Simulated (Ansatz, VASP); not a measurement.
## Pt in VASP and in Ansatz

```
Pt
1.0
     0.00000    1.98577    1.98577
     1.98577    0.00000    1.98577
     1.98577    1.98577    0.00000
Pt
1
Direct
  0.00000 0.00000 0.00000
```

Alike in both runs: task relaxation of cell and atoms; functional PBE; k mesh 17 × 17 × 17; occupations fermi-dirac, width 0.05 eV; no spin polarisation.

|  | VASP | Ansatz |
| --- | --- | --- |
| version | VASP 6.6.1 | Ansatz 0.2.0 |
| potentials or method | VASP PAW PBE potentials, release 64 (Pt) | PAW with Ansatz's default frozen-core files, scalar-relativistic |
| plane-wave cutoff (eV) | 600 | 420 |
| valence electrons in the cell | 10 | 18 |

VASP gave:

| Quantity | Value |
| --- | --- |
| relaxed volume (Å³/atom) | 15.62 |
| relaxed cell length with the largest relative difference (Å) | 2.806 |

Question: Estimate Ansatz's values.

Answer: Relaxed volume (Å³/atom): 15.65; relaxed cell length with the largest relative difference (Å): 2.807.

VASP's potentials hold 10 valence electrons a cell and Ansatz's 18, so a difference there can come from the potentials and not from the codes.

Neither program's run includes spin-orbit coupling.
